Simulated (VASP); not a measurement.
Input of a VASP 6.6.1 run:

Contents of INCAR:

```
ALGO = Normal
EDIFF = 1E-7
ENCUT = 520
GGA = PE
ISIF = 2
ISMEAR = -1
LASPH = T
LCHARG = T
LELF = T
LREAL = F
LVHAR = T
LWAVE = F
NBANDS = 26
NELM = 100
PREC = Accurate
SIGMA = 0.08
```

KPOINTS

```
k-points
0
Gamma
  8 8 12
```

Contents of POSCAR:

```
V
1.0
    3.5551543495      0.0000000000      0.0000000000
   -1.7775771747      3.0788539810      0.0000000000
    0.0000000000      0.0000000000      1.9487129991
V
3
Direct
    0.0000000000      0.0000000000      0.0000000000
    0.3333333333      0.6666666667      0.5000000000
    0.6666666667      0.3333333333      0.5000000000
```

Potentials or basis: VASP PAW PBE potentials, release 64 (V_sv).

Command:

```sh
$ cat potpaw_PBE.64/V_sv/POTCAR > POTCAR
$ mpirun -np 1 vasp_std > vasp.out
```

Predict the pressure.

393.4 GPa.

Predict the band gap on the k mesh.

zero (an odd number of electrons rules out a gap without spin polarisation).

Stress tensor (GPa, compression positive):
```
387.06   0.00   0.00
  0.00 387.06   0.00
  0.00   0.00 406.02
```

Caveat: atoms lie so close that the PAW spheres overlap strongly, which falsifies energies and pressures; the stress differs along the axes, from 387 to 406 GPa.
